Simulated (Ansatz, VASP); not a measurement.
MgO: VASP beside Ansatz

```xyz
2
Lattice="2.9780 0.0000 0.0000 -1.4890 2.5790 0.0000 0.0000 0.0000 2.6078" Properties=species:S:1:pos:R:3 pbc="T T T"
Mg    0.0000    0.0000    0.0000
O     0.0000    1.7193    1.3039
```

Alike in both runs: task single point; functional PBE; k mesh 12 × 12 × 10; occupations gaussian, width 0.05 eV; no spin polarisation.

```csv
,VASP,Ansatz
version,VASP 6.6.1,Ansatz 0.2.0
potentials or method,"VASP PAW PBE potentials, release 64 (Mg, O), cutoff 520 eV","scalar-relativistic, plane waves, PAW"
valence electrons in the cell,8,16
```

```csv
,VASP,Ansatz,Ansatz less VASP
gap on the k mesh at the Fermi level (eV),2.73,2.75,+0.021
least direct gap on the mesh (eV),3.06,3.07,+0.018
pressure (GPa),0.5,1.1,+0.63
"traceless stress, the component that is largest in VASP (GPa)",14.48,14.49,+0.008
```

VASP's potentials hold 8 valence electrons a cell and Ansatz's 16, so a difference there can come from the potentials and not from the codes.
